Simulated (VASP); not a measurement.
# Y: relaxation of cell and atoms with PBE

Crystal: Y.

```
CELL_PARAMETERS angstrom
3.65615 0.00000 0.00000
-1.82808 3.16632 0.00000
0.00000 0.00000 5.68245
ATOMIC_POSITIONS crystal
Y 0.33333 0.66667 0.25000
Y 0.66667 0.33333 0.75000
```

| Quantity | Value |
| --- | --- |
| Program | VASP 6.6.1 |
| Task | relaxation of cell and atoms |
| Functional | PBE |
| Potentials or basis | VASP PAW PBE potentials, release 64 (Y_sv) |
| Cutoff | 600 eV |
| k mesh | 13 × 13 × 7 |
| Occupations | fermi-dirac, width 0.05 eV |
| Spin | no spin polarisation |
| Dipole correction | no |
| Further INCAR settings | ALGO = Normal; EDIFF = 1e-07; IBRION = 2; EDIFFG = -0.005; NSW = 45; ISIF = 3 |

| Quantity | Value |
| --- | --- |
| Relaxed volume | 32.80 Å³/atom |
| Relaxed cell | a = 3.653 Å, b = 3.653 Å, c = 5.677 Å, α = 90.00°, β = 90.00°, γ = 120.00° |
| Space group after relaxing (to 0.1 Å) | P6_3/mmc (No. 194) |
| Energy gained by relaxing | 0.0 meV/atom |
| Ionic steps | 2 |
| Pressure after relaxing | 0.0 GPa |
| Band gap on the k mesh | zero (bands 11 and 12 overlap by 1.43 eV) |

Final structure:
```
Y
1.0
     3.65272    0.00000    0.00000
    -1.82636    3.16334    0.00000
     0.00000    0.00000    5.67749
Y
2
Direct
  0.33333 0.66667 0.25000
  0.66667 0.33333 0.75000
```

Levels at points of the mesh, in eV from the Fermi level:
| k point | band 9 | band 10 | band 11 | band 12 | band 13 | band 14 |
| --- | --- | --- | --- | --- | --- | --- |
| (0.00, 0.00, 0.00) | -4.69 | -1.84 | 0.95 | 1.74 | 1.74 | 2.12 |

Wall time 2.1 min on 1 thread of Intel(R) Xeon(R) Platinum 8488C (Sapphire Rapids), on a shared host, peak memory 0.28 GiB.
